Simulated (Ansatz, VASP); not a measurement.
YAl2N3: VASP beside Ansatz

```
Y Al N
1.0
     3.29617    0.00000    0.00000
    -1.64808    2.85456    0.00000
     0.00000    0.00000    8.32024
Y Al N
1 2 3
Direct
  0.33333 0.66667 0.66688
  0.00000 0.00000 0.01975
  0.66667 0.33333 0.31917
  0.33333 0.66667 0.94773
  0.66667 0.33333 0.54696
  0.00000 0.00000 0.24951
```

Alike in both runs: functional PBE; k mesh 12 × 12 × 4; occupations gaussian, width 0.02 eV; no spin polarisation.

Ansatz relaxed the structure, and its values are those at the end. VASP's run is a single point on that final structure, the one shown.

|  | VASP | Ansatz |
| --- | --- | --- |
| version | VASP 6.6.1 | Ansatz 0.2.0 |
| potentials or method | VASP PAW PBE potentials, release 64 (Y_sv, Al, N), cutoff 520 eV | scalar-relativistic, plane waves, PAW |
| valence electrons in the cell | 32 | 32 |

VASP gave:

- gap on the k mesh at the Fermi level (eV): 2.10
- least direct gap on the mesh (eV): 2.64
- pressure (GPa): -0.2

Problem. Estimate Ansatz's values.

Solution. gap on the k mesh at the Fermi level (eV): 2.11; least direct gap on the mesh (eV): 2.64; pressure (GPa): 0.0.

With one functional, cell and mesh, what is left measures potentials, basis and numerics.
